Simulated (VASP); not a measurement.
**ZnS: single point with PBE**

The system is ZnS.

```
CELL_PARAMETERS angstrom
3.58959 0.00000 0.00000
-1.79480 3.10868 0.00000
0.00000 0.00000 5.88000
ATOMIC_POSITIONS crystal
Zn 0.00000 0.00000 0.00000
Zn 0.00000 0.00000 0.50000
S 0.33333 0.66667 0.25000
S 0.66667 0.33333 0.75000
```

```
Program             : VASP 6.6.1
Task                : single point
Functional          : PBE
Potentials or basis : VASP PAW PBE potentials, release 64 (Zn, S)
Cutoff              : 520 eV
k mesh              : 12 × 12 × 4
Occupations         : gaussian, width 0.01 eV
Spin                : no spin polarisation
```

| Item | Value |
| --- | --- |
| Pressure | 2.5 GPa |
| Band gap on the k mesh | 0.37 eV, indirect (least direct gap 1.68 eV) |

Stress tensor (GPa, compression positive):
```
2.56 0.00 0.00
0.00 2.56 0.00
0.00 0.00 2.28
```

Levels at points of the mesh, in eV from the valence-band top:
```
           k point  band 15  band 16  band 17  band 18  band 19  band 20  band 21  band 22
(0.00, 0.00, 0.00)    -0.71    -0.61    -0.11    -0.11     1.57     3.66     6.64     6.64
(0.50, 0.00, 0.00)    -3.78    -2.55    -2.05    -0.11     2.55     3.45     4.06     5.59
(0.00, 0.00, 0.50)    -0.36    -0.36    -0.36    -0.36     3.69     3.69     6.83     6.83
(0.50, 0.00, 0.50)    -1.54    -1.54    -1.50    -1.50     2.08     2.08     5.51     5.51
```

Run time: 2.5 min on 1 thread of Intel Xeon 8259CL (shared host), peak memory 0.22 GiB.

A k mesh can miss the band edges.
